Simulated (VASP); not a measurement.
# BN (rocksalt type) (Fm-3m) in VASP: a series of runs

BN (rocksalt type) is run at these levels: PBEsol; tasks: density of states.

Program: VASP 6.6.1. These are calculated values, not measurements. Logs are shortened: lines on timing, memory, paths and dates and some standing lists are left out, and cuts for length are marked.

### Step 1. The cell of the first run

It takes space group Fm-3m (No. 225, cubic). Conventional cell: a = 2.854 Å, b = 2.854 Å, c = 2.854 Å, α = 90.00°, β = 90.00°, γ = 90.00°. B (site symmetry m-3m) has 6 N at 1.43 Å within 1.9 Å. N (site symmetry m-3m) has 6 B at 1.43 Å within 1.9 Å.

### Step 2. Density of states, PBEsol (volume scaled by 0.55)

POSCAR

```
BN
1.0
    0.0000000000      1.4267564881      1.4267564881
    1.4267564881      0.0000000000      1.4267564881
    1.4267564881      1.4267564881      0.0000000000
B N
1 1
Direct
    0.0000000000      0.0000000000      0.0000000000
    0.5000000000      0.5000000000      0.5000000000
```

INCAR.step1

```
PREC = Accurate
ENCUT = 520
EDIFF = 1E-7
ISMEAR = -1
SIGMA = 0.1
LREAL = False
LASPH = True
NELM = 80
ALGO = Normal
ISIF = 2
LWAVE = False
LCHARG = True
GGA = PS
NBANDS = 11
```

KPOINTS.step1

```
regular mesh
0
Gamma
  15 15 15
```

INCAR.step2

```
PREC = Accurate
ENCUT = 520
EDIFF = 1E-7
ISMEAR = -5
SIGMA = 0.1
LREAL = False
LASPH = True
NELM = 80
ALGO = Normal
ISIF = 2
LWAVE = False
LCHARG = False
GGA = PS
LORBIT = 11
NEDOS = 1001
ICHARG = 11
```

KPOINTS.step2

```
regular mesh
0
Gamma
  23 23 23
```

Potentials or basis: VASP PAW PBE potentials, release 64 (B, N).

The run is started by

```bash
> cat potpaw_PBE.64/B/POTCAR potpaw_PBE.64/N/POTCAR > POTCAR
> cp INCAR.step1 INCAR
> cp KPOINTS.step1 KPOINTS
> mpirun -np 1 vasp_std > vasp.out
> cp INCAR.step2 INCAR
> cp KPOINTS.step2 KPOINTS
> mpirun -np 1 vasp_std > vasp.out
```

OUTCAR:

```text
PREC = Accurate
   ENCUT = 520
   EDIFF = 1E-7
   ISMEAR = -5
   LREAL = False
   LASPH = True
   NELM = 80
   ISIF = 2
   GGA = PS
   LORBIT = 11
   ICHARG = 11

 ion  position               nearest neighbor table
   1  0.000  0.000  0.000-   2 1.43   2 1.43   2 1.43   2 1.43   2 1.43   2 1.43
   2  0.500  0.500  0.500-   1 1.43   1 1.43   1 1.43   1 1.43   1 1.43   1 1.43

  LATTYP: Found a face centered cubic cell.
 ALAT       =     2.8535129762

  Lattice vectors:

 A1 = (   0.0000000000,   1.4267564881,   1.4267564881)
 A2 = (   1.4267564881,   0.0000000000,   1.4267564881)
 A3 = (   1.4267564881,   1.4267564881,   0.0000000000)

Analysis of symmetry for initial positions (statically):
=====================================================================
 Subroutine PRICEL returns:
 Original cell was already a primitive cell.

 Routine SETGRP: Setting up the symmetry group for a
 face centered cubic supercell.

 Subroutine GETGRP returns: Found 48 space group operations
 (whereof 48 operations were pure point group operations)
 out of a pool of 48 trial point group operations.

The static configuration has the point symmetry O_h .

Analysis of symmetry for dynamics (positions and initial velocities):
=====================================================================
 Subroutine PRICEL returns:
 Original cell was already a primitive cell.

 Routine SETGRP: Setting up the symmetry group for a
 face centered cubic supercell.

 Subroutine GETGRP returns: Found 48 space group operations
 (whereof 48 operations were pure point group operations)
 out of a pool of 48 trial point group operations.

The dynamic configuration has the point symmetry O_h .

 Subroutine INISYM returns: Found 48 space group operations
 (whereof 48 operations are pure point group operations),
 and found     1 'primitive' translations

----------------------------------------------------------------------------------------

                                     Primitive cell

  volume of cell :       5.8087

  direct lattice vectors                    reciprocal lattice vectors
     0.000000000  1.426756488  1.426756488    -0.350445226  0.350445226  0.350445226
     1.426756488  0.000000000  1.426756488     0.350445226 -0.350445226  0.350445226
     1.426756488  1.426756488  0.000000000     0.350445226  0.350445226 -0.350445226

  length of vectors
     2.017738376  2.017738376  2.017738376     0.606988937  0.606988937  0.606988937

  position of ions in fractional coordinates (direct lattice)
[... 8 lines left out ...]
----------------------------------------------------------------------------------------

 KPOINTS: regular mesh

Automatic generation of k-mesh.
 Grid dimensions read from file:
 generate k-points for:   23   23   23

 Generating k-lattice:

  Cartesian coordinates                     Fractional coordinates (reciprocal lattice)
    -0.015236749  0.015236749  0.015236749     0.043478261  0.000000000  0.000000000
     0.015236749 -0.015236749  0.015236749     0.000000000  0.043478261  0.000000000
     0.015236749  0.015236749 -0.015236749     0.000000000  0.000000000  0.043478261

  Length of vectors
     0.026390823  0.026390823  0.026390823

  Shift w.r.t. Gamma in fractional coordinates (k-lattice)
     0.000000000  0.000000000  0.000000000

 TETIRR: Found   1662 inequivalent tetrahedra from    73002

 Subroutine IBZKPT returns following result:
 ===========================================

 Found    364 irreducible k-points:

 Following reciprocal coordinates:
            Coordinates               Weight
  0.000000  0.000000  0.000000      1.000000
  0.043478  0.000000  0.000000      8.000000
  0.086957  0.000000  0.000000      8.000000
  0.130435  0.000000  0.000000      8.000000
  0.173913  0.000000  0.000000      8.000000
  0.217391  0.000000  0.000000      8.000000
[... 16 lines left out ...]
  0.478261  0.043478  0.000000     24.000000
 -0.478261  0.043478  0.000000     24.000000
 [... further k-points ...]
   k-points           NKPTS =    364   k-points in BZ     NKDIM =    364   number of bands    NBANDS=      8
   number of dos      NEDOS =   1001   number of ions     NIONS =      2
   total plane-waves  NPLWV =   4096
   dimension x,y,z NGX =    16 NGY =   16 NGZ =   16
   dimension x,y,z NGXF=    32 NGYF=   32 NGZF=   32
   ions per type =               1   1
   NGX,Y,Z   is equivalent  to a cutoff of  13.18, 13.18, 13.18 a.u.
   NGXF,Y,Z  is equivalent  to a cutoff of  26.37, 26.37, 26.37 a.u.
 SYSTEM =  unknown system
   PREC   = accura    normal or accurate (medium, high low for compatibility)
   ISTART =      0    job   : 0-new  1-cont  2-samecut
   ICHARG =     11    charge: 1-file 2-atom 10-const
   ISPIN  =      1    spin polarized calculation?
   LNONCOLLINEAR =      F non collinear calculations
   LSORBIT =      F    spin-orbit coupling
   LASPH  =      T    aspherical Exc in radial PAW
   ENCUT  =  520.0 eV  38.22 Ry    6.18 a.u.   3.75  3.75  3.75*2*pi/ulx,y,z
   NELM   =     80;   NELMIN=  2; NELMDL=  0     # of ELM steps
   EDIFF  = 0.1E-06   stopping-criterion for ELM
   LREAL  =      F    real-space projection
   EDIFFG = 0.1E-05   stopping-criterion for IOM
   NSW    =      0    number of steps for IOM
   IBRION =     -1    ionic relax: 0-MD 1-quasi-New 2-CG
   NFREE  =      0    steps in history (QN), initial steepest desc. (CG)
   ISIF   =      2    stress and relaxation
   ISYM   =      2    0-nonsym 1-usesym 2-fastsym
   POTIM  = 0.5000    time-step for ionic-motion
   TEBEG  =    0.0;   TEEND  =   0.0 temperature during run
   PSTRESS=    0.0 pullay stress
   NELECT =       8.0000    total number of electrons
   NUPDOWN=      -1.0000    fix difference up-down
   EMIN   =  10.00;   EMAX   =-10.00  energy-range for DOS
   EFERMI =   0.00;   METHOD = LEGACY
   ISMEAR =    -5;   SIGMA  =   0.10  broadening in eV -4-tet -1-fermi 0-gaus
   EFERMI_NEDOS =   21; number of points for ismear=-14 and -15
   IALGO  =     38    algorithm
   IMIX   =      4    mixing-type and parameters
     AMIX     =   0.40;   BMIX     =  1.00
     AMIX_MAG =   1.60;   BMIX_MAG =  1.00
  volume/ion in A,a.u.               =       2.90        19.60
  Fermi-wavevector in a.u.,A,eV,Ry     =   1.821426  3.441997 45.138611  3.317594
  Thomas-Fermi vector in A             =   2.877794
   LORBIT       =     11    0 simple, 1 ext, 2 COOP (PROOUT), +10 PAW based schemes
   GGA     = PS    functional components
   LHFCALC =     F    Hartree Fock is set to
   AEXX    =    0.0000 exact exchange contribution
   IVDW    =     0    specifies the selected vdW correction
   LEPSILON=     F    determine dielectric tensor
   LRPA    =     F    only Hartree local field effects (RPA)
 non-spin polarized calculation
 Fermi weights with tetrahedron method with Bloechl corrections
  energy-cutoff  :      520.00
  volume of cell :        5.81
 maximum number of plane-waves:       169

 number of electron       7.9999998 magnetization

 Free energy of the ion-electron system (eV)
  ---------------------------------------------------
  ext. energy  EPLUGINS =         0.00000000
  ---------------------------------------------------
  free energy    TOTEN  =        -8.23782133 eV

  energy without entropy =       -8.23782133  energy(sigma->0) =       -8.23782133

 E-fermi :  21.3642     XC(G=0): -17.1406

 val. band max:       21.3471372214   @ k =  -0.1739   0.1304   0.0000
 cond. band min:      27.7731366935   @ k =   0.3043   0.3043   0.0000
 fundamental gap:      6.4259994721
 Fermi energy:        21.3642266734

 k-point     1 :       0.0000    0.0000    0.0000
  band No.  band energies     occupation
      1     -11.6023      2.00000
      2      19.9649      2.00000
      3      19.9649      2.00000
      4      19.9649      2.00000
      5      40.6857      0.00000
      6      40.6857      0.00000
      7      40.6857      0.00000
      8      43.4754      0.00000

 k-point     2 :       0.0435    0.0000    0.0000
  band No.  band energies     occupation
      1     -11.5265      2.00000
      2      19.6133      2.00000
      3      19.9418      2.00000
      4      19.9418      2.00000
      5      40.2094      0.00000
      6      40.2094      0.00000
      7      40.4241      0.00000
      8      43.2628      0.00000

 k-point     3 :       0.0870    0.0000    0.0000
  band No.  band energies     occupation
      1     -11.2991      2.00000
      2      18.6045      2.00000
      3      19.8782      2.00000
      4      19.8782      2.00000
      5      39.0149      0.00000
      6      39.0149      0.00000
      7      39.7169      0.00000
      8      43.1082      0.00000

 k-point     4 :       0.1304    0.0000    0.0000
  band No.  band energies     occupation
      1     -10.9203      2.00000
      2      17.0603      2.00000
      3      19.7901      2.00000
      4      19.7901      2.00000
      5      37.4544      0.00000
      6      37.4544      0.00000
      7      38.8727      0.00000
      8      43.2920      0.00000

 k-point     5 :       0.1739    0.0000    0.0000
  band No.  band energies     occupation
      1     -10.3910      2.00000
      2      15.1404      2.00000
      3      19.6984      2.00000
      4      19.6984      2.00000
      5      35.7657      0.00000
      6      35.7657      0.00000
      7      38.1238      0.00000
      8      43.7418      0.00000
[... 177 lines left out ...]
 k-point    22 :       0.4348    0.0435    0.0000
  band No.  band energies     occupation
      1      -4.7466      2.00000
      2       3.1467      2.00000
      3      18.9811      2.00000
      4      19.7937      2.00000
      5      27.9732      0.00000
      6      29.3898      0.00000
      7      36.3477      0.00000
      8      48.0623      0.00000

 k-point    23 :       0.4783    0.0435    0.0000
  band No.  band energies     occupation
      1      -3.6570      2.00000
      2       1.6749      2.00000
      3      19.2697      2.00000
      4      19.5309      2.00000
      5      27.8847      0.00000
      6      28.6393      0.00000
      7      36.2713      0.00000
      8      48.4162      0.00000

 k-point    24 :      -0.4783    0.0435    0.0000
  band No.  band energies     occupation
      1      -3.2707      2.00000
      2       1.1925      2.00000
      3      19.2306      2.00000
      4      19.5839      2.00000
      5      28.1328      0.00000
      6      28.1681      0.00000
      7      36.2573      0.00000
      8      48.5047      0.00000

 [... further k-points ...]

------------------------ aborting loop because EDIFF is reached ----------------------------------------

  FORCE on cell =-STRESS in cart. coord.  units (eV):
  Direction    XX          YY          ZZ          XY          YZ          ZX
  --------------------------------------------------------------------------------------
  -------------------------------------------------------------------------------------
  Total       26.1970441     26.1970441     26.1970441      0.0000000      0.0000000      0.0000000
  in kB     7225.7562920   7225.7562920   7225.7562920      0.0000000      0.0000000      0.0000000
  external PRESSURE =    7225.7562920 kB  Pullay stress =       0.0000000 kB

 VOLUME and BASIS-vectors are now :
 -----------------------------------------------------------------------------
  energy-cutoff  :      520.00
  volume of cell :        5.81
      direct lattice vectors                 reciprocal lattice vectors
     0.000000000  1.426756488  1.426756488    -0.350445226  0.350445226  0.350445226
     1.426756488  0.000000000  1.426756488     0.350445226 -0.350445226  0.350445226
     1.426756488  1.426756488  0.000000000     0.350445226  0.350445226 -0.350445226

 POSITION                                       TOTAL-FORCE (eV/Angst)
 -----------------------------------------------------------------------------------
      0.00000      0.00000      0.00000         0.000000      0.000000      0.000000
      1.42676      1.42676      1.42676        -0.000000     -0.000000      0.000000
 -----------------------------------------------------------------------------------
    total drift:                                0.000000      0.000000      0.000000

  FREE ENERGIE OF THE ION-ELECTRON SYSTEM (eV)
  ---------------------------------------------------
  free  energy   TOTEN  =        -8.2378213341 eV

  energy  without entropy=       -8.2378213341  energy(sigma->0) =       -8.23782133

 total charge

# of ion       s       p       d       tot
------------------------------------------
    1        0.822   2.030   0.000   2.852
    2        1.334   3.359   0.000   4.693
--------------------------------------------------
tot          2.156   5.389   0.000   7.546
```

It took 11 s on 1 thread of AMD EPYC 9R45 (Zen 5), shared host; peak memory 0.09 GiB.

What came out:

```yaml
Valence_electrons_inside_the_program's_atomic_spheres: B 2.85; N 4.69
```

Caveat: the cell differs from its parent crystal (volume scaled by 0.55); the PAW data sets were made with another functional, which shifts forces and pressure a little.

### Step 3. Density of states, PBEsol

This run uses another cell than the first one, of 5.28 Å³/atom, 1.818 times its volume.

POSCAR

```
BN
1.0
    0.0000000000      1.7413883165      1.7413883165
    1.7413883165      0.0000000000      1.7413883165
    1.7413883165      1.7413883165      0.0000000000
B N
1 1
Direct
    0.0000000000      0.0000000000      0.0000000000
    0.5000000000      0.5000000000      0.5000000000
```

INCAR.step1

```
PREC = Accurate ; ENCUT = 520
EDIFF = 1E-6 ; ISMEAR = -1
SIGMA = 0.1 ; LREAL = False
LASPH = True ; NELM = 60
ALGO = Normal ; ISIF = 2
LWAVE = False ; LCHARG = True
GGA = PS ; NBANDS = 11
```

KPOINTS.step1

```
Automatic mesh
0
Gamma
  15 15 15
```

INCAR.step2

```
PREC = Accurate ; ENCUT = 520
EDIFF = 1E-6 ; ISMEAR = -5
SIGMA = 0.1 ; LREAL = False
LASPH = True ; NELM = 60
ALGO = Normal ; ISIF = 2
LWAVE = False ; LCHARG = False
GGA = PS ; LORBIT = 11
NBANDS = 11 ; NEDOS = 1001
ICHARG = 11
```

KPOINTS.step2

```
Automatic mesh
0
Gamma
  23 23 23
```

Potentials or basis: VASP PAW PBE potentials, release 64 (B, N).

The run is started by

```bash
> cat potpaw_PBE.64/B/POTCAR potpaw_PBE.64/N/POTCAR > POTCAR
> cp INCAR.step1 INCAR
> cp KPOINTS.step1 KPOINTS
> mpirun -np 1 vasp_std > vasp.out
> cp INCAR.step2 INCAR
> cp KPOINTS.step2 KPOINTS
> mpirun -np 1 vasp_std > vasp.out
```

Wall time 18 s (1 thread of AMD EPYC 9R45 (Zen 5), shared host); peak memory 0.11 GiB.

The run converged. Its results:

```
Valence electrons inside the program's atomic spheres : B 1.65; N 3.89
```

Levels at points of the mesh, in eV from the valence-band top:
```
           k point  band 1  band 2  band 3  band 4  band 5  band 6  band 7  band 8  band 9
(0.00, 0.00, 0.00)  -22.68   -0.93   -0.93   -0.93    9.41   12.12   12.12   12.12   18.45
```

Caveat: the PAW data sets were made with another functional, which shifts forces and pressure a little.
